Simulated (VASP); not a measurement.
# Hf: electric field gradients with LDA

Hf:

```
Hf
1.0
    -1.80500    1.80500    1.80500
     1.80500   -1.80500    1.80500
     1.80500    1.80500   -1.80500
Hf
1
Direct
  0.00000 0.00000 0.00000
```

* Program: VASP 6.6.1
* Task: electric field gradients
* Functional: LDA
* Potentials or basis: VASP PAW LDA potentials, release 64 (Hf_pv)
* Cutoff: 400 eV
* k mesh: 16 × 16 × 16
* Occupations: fermi-dirac, width 0.08 eV
* Spin: no spin polarisation
* Dipole correction: no
* Further INCAR settings: ALGO = Normal; EDIFF = 1e-08; NBANDS = 11

```yaml
Pressure: -12.6 GPa
Band_gap_on_the_k_mesh: zero (band 5 reaches 5.51 eV, above the bottom of band 6 at 3.38 eV)
```

Levels at points of the mesh, in eV from the Fermi level:
| k point | band 2 | band 3 | band 4 | band 5 | band 6 | band 7 | band 8 | band 9 |
| --- | --- | --- | --- | --- | --- | --- | --- | --- |
| (0.00, 0.00, 0.00) | -29.86 | -29.86 | -6.81 | 1.40 | 1.40 | 1.40 | 4.04 | 4.04 |
| (0.50, 0.00, 0.00) | -30.10 | -29.87 | -3.23 | -0.47 | 1.03 | 3.84 | 4.78 | 7.09 |
| (0.50, 0.50, 0.50) | -30.36 | -30.36 | -2.37 | -2.37 | 6.32 | 6.32 | 6.32 | 6.92 |

It took 24 s on 1 thread of Intel Xeon 8259CL (shared host), peak memory 0.14 GiB.

Caveat: without QUAD_EFG the Cq values of the log hold for a quadrupole moment of 1 mb, not for the nuclei; spin-orbit coupling is left out, which moves the levels of the heavy elements.
